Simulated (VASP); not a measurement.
# Rh (Cmce) in VASP: relaxation of cell and atoms with PBEsol

Aim: the relaxation of cell and atoms of Rh with PBEsol.

All numbers are computed with VASP 6.6.1; they aren't measurements. Logs are shortened: lines on timing, memory, paths and dates and some standing lists are left out, and cuts for length are marked.

## Step 1: The cell of the first run

The structure is orthorhombic, space group Cmce (No. 64). The conventional cell has a = 4.091 Å, b = 6.933 Å, c = 4.096 Å, α = 90.00°, β = 90.00°, γ = 90.00°. Within 2.9 Å of Rh (site symmetry m) lie 7 Rh at 2.21 to 2.53 Å.

## Step 2: Relaxation of cell and atoms, PBEsol

INCAR reads:

```
SYSTEM = Rh
ALGO = Fast
EDIFF = 1E-6
EDIFFG = -0.04
ENCUT = 600
GGA = PS
IBRION = 2
ISIF = 3
ISMEAR = 0
LASPH = .TRUE.
LCHARG = .FALSE.
LREAL = .FALSE.
LWAVE = .FALSE.
NELM = 80
NSW = 90
PREC = Accurate
SIGMA = 0.1
```

KPOINTS reads:

```
k-points
0
G
  6 6 4
  0 0 0
```

POSCAR reads:

```
Rh
1.0
    2.0453516453     -3.4664917326      0.0000000000
    2.0453516453      3.4664917326      0.0000000000
    0.0000000000      0.0000000000      4.0961446234
Rh
4
Direct
    0.1525000000      0.8475000000      0.0785000000
    0.6525000000      0.3475000000      0.4215000000
    0.8475000000      0.1525000000      0.9215000000
    0.3475000000      0.6525000000      0.5785000000
```

Potentials or basis: VASP PAW PBE potentials, release 64 (Rh_pv).

Launch:

```sh
cat potpaw_PBE.64/Rh_pv/POTCAR > POTCAR
mpirun -np 1 vasp_std > vasp.out
```

OUTCAR:

```text
SYSTEM = Rh
   EDIFF = 1E-6
   EDIFFG = -0.04
   ENCUT = 600
   GGA = PS
   IBRION = 2
   ISIF = 3
   ISMEAR = 0
   LASPH = .TRUE.
   LREAL = .FALSE.
   NELM = 80
   NSW = 90
   PREC = Accurate

 ion  position               nearest neighbor table
   1  0.153  0.847  0.078-   3 2.21   4 2.45   4 2.45   2 2.48   2 2.48   3 2.53   3 2.53
   2  0.653  0.347  0.422-   4 2.21   3 2.45   3 2.45   1 2.48   1 2.48   4 2.53   4 2.53
   3  0.847  0.153  0.922-   1 2.21   2 2.45   2 2.45   4 2.48   4 2.48   1 2.53   1 2.53
   4  0.347  0.653  0.578-   2 2.21   1 2.45   1 2.45   3 2.48   3 2.48   2 2.53   2 2.53

  LATTYP: Found a base centered orthorhombic cell.
 ALAT       =     4.0907032906
 B/A-ratio  =     1.6948145521
 C/A-ratio  =     1.0013301705

  Lattice vectors:

 A1 = (   2.0453516453,  -3.4664917326,   0.0000000000)
 A2 = (   2.0453516453,   3.4664917326,   0.0000000000)
 A3 = (   0.0000000000,   0.0000000000,   4.0961446234)

Analysis of symmetry for initial positions (statically):
=====================================================================
 Subroutine PRICEL returns:
 Original cell was already a primitive cell.

 Routine SETGRP: Setting up the symmetry group for a
 base centered orthorhombic supercell.

 Subroutine GETGRP returns: Found  8 space group operations
 (whereof  4 operations were pure point group operations)
 out of a pool of  8 trial point group operations.

The static configuration has the point symmetry C_2h.
 The point group associated with its full space group is D_2h.

Analysis of symmetry for dynamics (positions and initial velocities):
=====================================================================
 Subroutine PRICEL returns:
 Original cell was already a primitive cell.

 Routine SETGRP: Setting up the symmetry group for a
 base centered orthorhombic supercell.

 Subroutine GETGRP returns: Found  8 space group operations
 (whereof  4 operations were pure point group operations)
 out of a pool of  8 trial point group operations.

The dynamic configuration has the point symmetry C_2h.
 The point group associated with its full space group is D_2h.

 Subroutine INISYM returns: Found  8 space group operations
 (whereof  4 operations are pure point group operations),
 and found     1 'primitive' translations

----------------------------------------------------------------------------------------

                                     Primitive cell

  volume of cell :      58.0849

  direct lattice vectors                    reciprocal lattice vectors
     2.045351645 -3.466491733  0.000000000     0.244456742 -0.144238048  0.000000000
     2.045351645  3.466491733  0.000000000     0.244456742  0.144238048  0.000000000
     0.000000000  0.000000000  4.096144623     0.000000000  0.000000000  0.244132005

  length of vectors
     4.024925873  4.024925873  4.096144623     0.283837477  0.283837477  0.244132005

  position of ions in fractional coordinates (direct lattice)
     0.152500000  0.847500000  0.078500000
     0.652500000  0.347500000  0.421500000
     0.847500000  0.152500000  0.921500000
     0.347500000  0.652500000  0.578500000

  ion indices of the primitive-cell ions
   primitive index   ion index
                 1           1
                 2           2
                 3           3
                 4           4

----------------------------------------------------------------------------------------

 KPOINTS: k-points

Automatic generation of k-mesh.
 Grid dimensions read from file:
 generate k-points for:    6    6    4

 Generating k-lattice:

  Cartesian coordinates                     Fractional coordinates (reciprocal lattice)
     0.040742790 -0.024039675  0.000000000     0.166666667 -0.000000000  0.000000000
     0.040742790  0.024039675  0.000000000    -0.000000000  0.166666667  0.000000000
     0.000000000  0.000000000  0.061033001     0.000000000  0.000000000  0.250000000

  Length of vectors
     0.047306246  0.047306246  0.061033001

  Shift w.r.t. Gamma in fractional coordinates (k-lattice)
     0.000000000  0.000000000  0.000000000

 Subroutine IBZKPT returns following result:
 ===========================================

 Found     39 irreducible k-points:

 Following reciprocal coordinates:
            Coordinates               Weight
  0.000000  0.000000  0.000000      1.000000
  0.166667 -0.000000  0.000000      4.000000
  0.333333  0.000000  0.000000      4.000000
  0.500000  0.000000  0.000000      2.000000
  0.166667  0.166667  0.000000      2.000000
  0.333333  0.166667  0.000000      4.000000
[... 16 lines left out ...]
  0.333333  0.333333  0.250000      4.000000
  0.500000  0.333333  0.250000      8.000000
 [... further k-points ...]
   k-points           NKPTS =     39   k-points in BZ     NKDIM =     39   number of bands    NBANDS=     36
   number of dos      NEDOS =    301   number of ions     NIONS =      4
   total plane-waves  NPLWV =  36864
   dimension x,y,z NGX =    32 NGY =   32 NGZ =   36
   dimension x,y,z NGXF=    64 NGYF=   64 NGZF=   72
   ions per type =               4
   NGX,Y,Z   is equivalent  to a cutoff of  13.22, 13.22, 14.61 a.u.
   NGXF,Y,Z  is equivalent  to a cutoff of  26.43, 26.43, 29.22 a.u.
 SYSTEM =  Rh
   PREC   = accura    normal or accurate (medium, high low for compatibility)
   ISTART =      0    job   : 0-new  1-cont  2-samecut
   ICHARG =      2    charge: 1-file 2-atom 10-const
   ISPIN  =      1    spin polarized calculation?
   LNONCOLLINEAR =      F non collinear calculations
   LSORBIT =      F    spin-orbit coupling
   LASPH  =      T    aspherical Exc in radial PAW
   ENCUT  =  600.0 eV  44.10 Ry    6.64 a.u.   8.04  8.04  8.18*2*pi/ulx,y,z
   NELM   =     80;   NELMIN=  2; NELMDL= -5     # of ELM steps
   EDIFF  = 0.1E-05   stopping-criterion for ELM
   LREAL  =      F    real-space projection
   EDIFFG = -.4E-01   stopping-criterion for IOM
   NSW    =     90    number of steps for IOM
   IBRION =      2    ionic relax: 0-MD 1-quasi-New 2-CG
   NFREE  =      1    steps in history (QN), initial steepest desc. (CG)
   ISIF   =      3    stress and relaxation
   ISYM   =      2    0-nonsym 1-usesym 2-fastsym
   POTIM  = 0.5000    time-step for ionic-motion
   TEBEG  =    0.0;   TEEND  =   0.0 temperature during run
   PSTRESS=    0.0 pullay stress
   NELECT =      60.0000    total number of electrons
   NUPDOWN=      -1.0000    fix difference up-down
   EMIN   =  10.00;   EMAX   =-10.00  energy-range for DOS
   EFERMI =   0.00;   METHOD = LEGACY
   ISMEAR =     0;   SIGMA  =   0.10  broadening in eV -4-tet -1-fermi 0-gaus
   EFERMI_NEDOS =   21; number of points for ismear=-14 and -15
   IALGO  =     68    algorithm
   IMIX   =      4    mixing-type and parameters
     AMIX     =   0.40;   BMIX     =  1.00
     AMIX_MAG =   1.60;   BMIX_MAG =  1.00
  volume/ion in A,a.u.               =      14.52        97.99
  Fermi-wavevector in a.u.,A,eV,Ry     =   1.654896  3.127300 37.262025  2.738682
  Thomas-Fermi vector in A             =   2.743085
   LORBIT       =      0    0 simple, 1 ext, 2 COOP (PROOUT), +10 PAW based schemes
   GGA     = PS    functional components
   LHFCALC =     F    Hartree Fock is set to
   AEXX    =    0.0000 exact exchange contribution
   IVDW    =     0    specifies the selected vdW correction
   LEPSILON=     F    determine dielectric tensor
   LRPA    =     F    only Hartree local field effects (RPA)
 conjugate gradient relaxation of ions
 non-spin polarized calculation
 RMM-DIIS sequential band-by-band and
 Gauss-broadening in eV      SIGMA  =   0.10
  energy-cutoff  :      600.00
  volume of cell :       58.08
 maximum number of plane-waves:      1964
   NGX = 17   NGY = 17   NGZ = 17

--------------------------------------- Ionic step        1  -------------------------------------------

 number of electron      59.9999999 magnetization

 Free energy of the ion-electron system (eV)
  ---------------------------------------------------
  ext. energy  EPLUGINS =         0.00000000
  ---------------------------------------------------
  free energy    TOTEN  =       -29.08343193 eV

  energy without entropy =      -29.06588174  energy(sigma->0) =      -29.07465683

------------------------ aborting loop because EDIFF is reached ----------------------------------------

  FORCE on cell =-STRESS in cart. coord.  units (eV):
  Direction    XX          YY          ZZ          XY          YZ          ZX
  --------------------------------------------------------------------------------------
  -------------------------------------------------------------------------------------
  Total        7.4439300     15.3884184     12.2220212      0.0000000     -0.0000000      0.0000000
  in kB      205.3285944    424.4642696    337.1243972      0.0000000     -0.0000000      0.0000000
  external PRESSURE =     322.3057538 kB  Pullay stress =       0.0000000 kB
[... 95 lines left out ...]
  FREE ENERGIE OF THE ION-ELECTRON SYSTEM (eV)
  ---------------------------------------------------
  free  energy   TOTEN  =       -29.7807289501 eV

  energy  without entropy=      -29.7557900804  energy(sigma->0) =      -29.76825952

 E-fermi :   9.9262     XC(G=0): -13.2925

 val. band max:        9.9244950397   @ k =   0.5000   0.1667   0.0000
 cond. band min:       9.9293311562   @ k =   0.1667  -0.0000   0.0000
 fundamental gap:      0.0048361164
 Fermi energy:         9.9262203166

 k-point     1 :       0.0000    0.0000    0.0000
  band No.  band energies     occupation
      1     -37.4400      2.00000
      2     -37.1572      2.00000
      3     -37.0913      2.00000
      4     -37.0412      2.00000
      5     -36.7115      2.00000
      6     -36.7108      2.00000
[... 925 lines left out ...]
     35      14.0383      0.00000
     36      14.5066      0.00000

 [... further k-points ...]

[... ionic steps 4 to 31 ...]

--------------------------------------- Ionic step       32  -------------------------------------------

 number of electron      60.0000008 magnetization

------------------------ aborting loop because EDIFF is reached ----------------------------------------
[... 71 lines left out ...]
--------------------------------------- Ionic step       34  -------------------------------------------

 number of electron      60.0000007 magnetization

 Free energy of the ion-electron system (eV)
  ---------------------------------------------------
  ext. energy  EPLUGINS =         0.00000000
  ---------------------------------------------------
  free energy    TOTEN  =       -31.00070266 eV

  energy without entropy =      -30.97520530  energy(sigma->0) =      -30.98795398

 E-fermi :  10.5549     XC(G=0): -13.6019

 val. band max:       10.5369679866   @ k =   0.3333   0.0000   0.2500
 cond. band min:      10.5623700829   @ k =   0.5000   0.1667   0.0000
 fundamental gap:      0.0254020963
 Fermi energy:        10.5548939852

 k-point     1 :       0.0000    0.0000    0.0000
  band No.  band energies     occupation
      1     -36.7941      2.00000
      2     -36.4682      2.00000
      3     -36.4563      2.00000
      4     -36.3754      2.00000
      5     -36.1251      2.00000
      6     -36.0677      2.00000
[... 925 lines left out ...]
     35      15.2000      0.00000
     36      15.7713      0.00000

 [... further k-points ...]

------------------------ aborting loop because EDIFF is reached ----------------------------------------

  FORCE on cell =-STRESS in cart. coord.  units (eV):
  Direction    XX          YY          ZZ          XY          YZ          ZX
  --------------------------------------------------------------------------------------
  -------------------------------------------------------------------------------------
  Total       -0.0235261      0.1141084     -0.0156984      0.0000000      0.0000000      0.0000000
  in kB       -0.6339940      3.0750546     -0.4230477      0.0000000      0.0000000      0.0000000
  external PRESSURE =       0.6726710 kB  Pullay stress =       0.0000000 kB
[... 19 lines left out ...]
  FREE ENERGIE OF THE ION-ELECTRON SYSTEM (eV)
  ---------------------------------------------------
  free  energy   TOTEN  =       -31.0007026565 eV

  energy  without entropy=      -30.9752053017  energy(sigma->0) =      -30.98795398

 reached required accuracy - stopping structural energy minimisation
```

It took 24 min on 1 thread of Intel Xeon 8259CL, shared host; peak memory 0.25 GiB.

What came out:

* Free energy: -31.0007 eV
* Relaxed volume: 14.86 Å³/atom
* Relaxed cell: a = 4.597 Å, b = 4.597 Å, c = 3.752 Å, α = 90.00°, β = 90.00°, γ = 131.43°
* Space group after relaxing (to 0.1 Å): I4/mmm (No. 139)
* Energy gained by relaxing: 479.3 meV/atom
* Ionic steps: 34
* Pressure after relaxing: 0.1 GPa
* Largest force after relaxing: 0.017 eV/Å
* Band gap on the k mesh: zero (bands 30 and 31 overlap by 1.64 eV)

Forces in eV/Å, atoms in the order of the input:
```
Rh   0.000  0.007  0.016
Rh   0.000  0.007 -0.016
Rh   0.000 -0.007 -0.016
Rh   0.000 -0.007  0.016
```

Step by step:
```
step  energy change (eV)  largest force (eV/Å)  pressure (GPa)  volume (Å³)
   1              0.0000                0.8125           32.23        58.08
   2              1.8431                0.2550          -28.84        86.11
   3             -0.6973                0.4538           -3.65        66.16
   4             -0.7062                0.4601           -1.53        65.43
   5             -0.7067                0.4614           -0.74        65.20
   6             -0.7678                0.4210           -0.23        64.91
   7             -0.7923                0.3817            0.68        64.58
   8             -0.8435                0.2937           -1.70        65.06
   9             -0.9532                0.2705           -8.41        66.50
  10             -0.9774                0.4694          -19.46        69.29
  11             -1.0157                0.3677          -13.73        67.69
  12             -1.0201                0.3668          -13.79        67.70
  13             -1.0331                0.3614          -13.99        67.70
  14             -1.0582                0.3496          -14.43        67.70
  15             -1.1058                0.3354          -15.21        67.70
  16             -1.1828                0.2954          -16.63        67.67
  17             -1.1668                0.5156          -17.51        67.57
  18             -1.2068                0.2991          -17.24        67.65
  19             -1.2726                0.2824          -16.12        67.05
  20             -1.4354                0.3589          -12.28        65.28
  21             -1.5621                0.9755           -1.71        61.82
  22             -1.5639                0.8642           -3.52        62.31
  23             -1.5875                0.8306           -3.23        62.15
  24             -1.6543                0.7314           -2.51        61.68
  25             -1.7667                0.5073           -0.63        60.74
  26             -1.8608                0.3386            4.36        58.86
  27             -1.8991                0.2782            1.33        59.32
  28             -1.9016                0.3035            0.27        59.49
  29             -1.9084                0.2143            0.19        59.51
  30             -1.9154                0.1465            0.03        59.55
  31             -1.9167                0.0687           -0.20        59.56
  32             -1.9171                0.0167           -0.38        59.58
  33             -1.9173                0.0169            0.25        59.42
  34             -1.9173                0.0174            0.07        59.45
```

Final structure:
```
CELL_PARAMETERS angstrom
1.89078 -4.19051 0.00000
1.89078 4.19051 0.00000
0.00000 0.00000 3.75179
ATOMIC_POSITIONS crystal
Rh 0.14335 0.85665 0.99968
Rh 0.64335 0.35665 0.50032
Rh 0.85665 0.14335 0.00032
Rh 0.35665 0.64335 0.49968
```

Levels at points of the mesh, in eV from the Fermi level:
```csv
k point,band 26,band 27,band 28,band 29,band 30,band 31,band 32,band 33,band 34,band 35
"(0.00, 0.00, 0.00)",-0.92,-0.90,-0.73,0.31,0.53,1.07,1.10,1.25,2.18,3.90
"(0.50, 0.00, 0.00)",-1.89,-1.81,-1.81,-1.01,-1.01,0.03,0.03,0.46,0.46,4.77
"(0.50, 0.50, 0.00)",-0.57,-0.08,0.29,0.34,0.86,0.89,1.07,1.12,1.22,3.73
"(0.00, 0.00, 0.50)",-1.87,-1.73,-1.73,-1.41,-1.41,-0.78,-0.78,-0.12,-0.12,8.06
"(0.50, 0.00, 0.50)",-1.60,-1.40,-1.40,-0.48,-0.48,0.38,0.38,2.36,2.36,3.68
"(0.50, 0.50, 0.50)",-2.18,-1.75,-1.75,-0.45,-0.45,0.77,0.77,1.66,1.66,2.38
```

Caveat: the k points lie up to 0.42 Å⁻¹ apart in the final cell, too coarse for converged energies and pressures of a metal; the PAW data sets were made with another functional, which shifts forces and pressure a little.

The gap in the log of VASP goes by the Fermi energy; the results here count the filled bands.